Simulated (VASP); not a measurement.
Runs of VASP 6.6.1 on Zn. The structure is that of space group P6_3/mmc (No. 194), or close to it. The cells are those of the table. 

```tsv
task	cell	k mesh	cutoff (eV)	smearing	gap on the mesh (eV)	pressure (GPa)
single point	a = 2.583, b = 2.583, c = 4.826 Å, angles 90.0, 90.0, 120.0°, 2 atoms	22 × 22 × 11	520	fermi-dirac 0.1 eV	none	8.3
single point	a = 2.656, b = 2.656, c = 4.962 Å, angles 90.0, 90.0, 120.0°, 2 atoms	8 × 8 × 4	520	fermi-dirac 0.1 eV	none	(a)
single point	a = 2.656, b = 2.656, c = 4.962 Å, angles 90.0, 90.0, 120.0°, 2 atoms	14 × 14 × 7	520	fermi-dirac 0.3 eV	none	(b)
single point	a = 2.656, b = 2.656, c = 4.962 Å, angles 90.0, 90.0, 120.0°, 2 atoms	2 × 2 × 1	520	fermi-dirac 0.1 eV	none	4.9
relaxation of cell and atoms	relaxed from a = 2.665, b = 2.665, c = 4.947 Å, angles 90.0, 90.0, 120.0°, 2 atoms	13 × 13 × 7	600	fermi-dirac 0.1 eV	none	0.0
single point	a = 2.656, b = 2.656, c = 4.962 Å, angles 90.0, 90.0, 120.0°, 2 atoms	13 × 13 × 7	520	fermi-dirac 0.1 eV	none	0.4
single point	a = 2.656, b = 2.656, c = 4.962 Å, angles 90.0, 90.0, 120.0°, 2 atoms	14 × 14 × 7	520	fermi-dirac 0.6 eV	none	2.5
single point	a = 2.656, b = 2.656, c = 4.962 Å, angles 90.0, 90.0, 120.0°, 2 atoms	14 × 14 × 7	520	fermi-dirac 0.01 eV	none	0.4
```

Alike in all rows: level PBE; potentials or basis VASP PAW PBE potentials, release 64 (Zn); no spin polarisation.

**Question.** Fill in the values left out.

**Answer.** (a) 0.7; (b) 1.0.

Caveats: some runs use coarse meshes.

A gap of «none» marks levels without a gap at the run's occupations.
